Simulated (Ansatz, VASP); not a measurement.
# One calculation of HfN, two programs

The input POSCAR:

```
HfN
1.0
    0.0000000000      2.2558601243      2.2558601243
    2.2558601243      0.0000000000      2.2558601243
    2.2558601243      2.2558601243      0.0000000000
Hf N
1 1
Direct
    0.0000000000      0.0000000000      0.0000000000
    0.5000000000      0.5000000000      0.5000000000
```

The input INCAR.step1:

```
ALGO     = Normal         # electronic algorithm
EDIFF    = 1E-5           # SCF threshold, eV
ENCUT    = 660            # plane-wave cutoff, eV
GGA      = PE             # functional
GGA_COMPAT= False        
ISMEAR   = 0              # smearing method
LASPH    = True           # aspherical terms in the spheres
LCHARG   = False          # write CHGCAR
LREAL    = False          # projectors in reciprocal space
LWAVE    = True           # write WAVECAR
NBANDS   = 14             # bands
NELM     = 120            # most SCF steps
PREC     = Accurate       # precision mode
SIGMA    = 0.1            # smearing width, eV
```

File INCAR.step2:

```
ALGO     = Normal         # electronic algorithm
EDIFF    = 1E-6           # SCF threshold, eV
ENCUT    = 660            # plane-wave cutoff, eV
GGA_COMPAT= False        
ISIF     = 2              # what is computed and relaxed
ISMEAR   = 0              # smearing method
ISTART   = 1            
LASPH    = True           # aspherical terms in the spheres
LCHARG   = False          # write CHGCAR
LMIXTAU  = True         
LREAL    = False          # projectors in reciprocal space
LWAVE    = False          # write WAVECAR
METAGGA  = R2SCAN         # meta-GGA
NBANDS   = 14             # bands
NELM     = 120            # most SCF steps
PREC     = Accurate       # precision mode
SIGMA    = 0.1            # smearing width, eV
```

File KPOINTS:

```
k-points
0
Gamma
  8 8 8
```

Input for Ansatz:

```yaml
crystal:
  lattice:
    - [0.0, 2.2558601243, 2.2558601243]
    - [2.2558601243, 0.0, 2.2558601243]
    - [2.2558601243, 2.2558601243, 0.0]
  atoms:
    - { symbol: Hf, position: [0.0, 0.0, 0.0] }
    - { symbol: "N", position: [0.5, 0.5, 0.5] }
basis:
  ecutwfc: 500
kpoints:
  mp_grid: { grid: [8, 8, 8] }
hamiltonian:
  xc: r2scan
scf:
  occupations: { method: gaussian, width: 0.1 }
  lower_state_search: "off"
output:
  forces: true
  stress: true
  eigenvalues: true
```

Alike in both runs: task single point; functional r2SCAN; k mesh 8 × 8 × 8; occupations gaussian, width 0.1 eV; no spin polarisation.

```csv
,VASP,Ansatz
version,VASP 6.6.1,Ansatz 0.2.0
potentials or method,"VASP PAW PBE potentials, release 64 (Hf_pv, N), cutoff 660 eV","scalar-relativistic, plane waves, PAW"
valence electrons in the cell,15,31
```

Ansatz gave:

```
gap on the k mesh at the Fermi level (eV) : none
pressure (GPa)                            : 2.9
```

Task: Which values does VASP return?

Result: gap on the k mesh at the Fermi level (eV): none; pressure (GPa): 0.2.

VASP's potentials were made for PBE, not for r2SCAN. A gap of «none» marks a metal or a gap that the smearing closes. With one functional, cell and mesh, what is left measures potentials, basis and numerics. VASP's potentials hold 15 valence electrons a cell and Ansatz's 31, so a difference there can come from the potentials and not from the codes.

Spin-orbit coupling is off throughout.
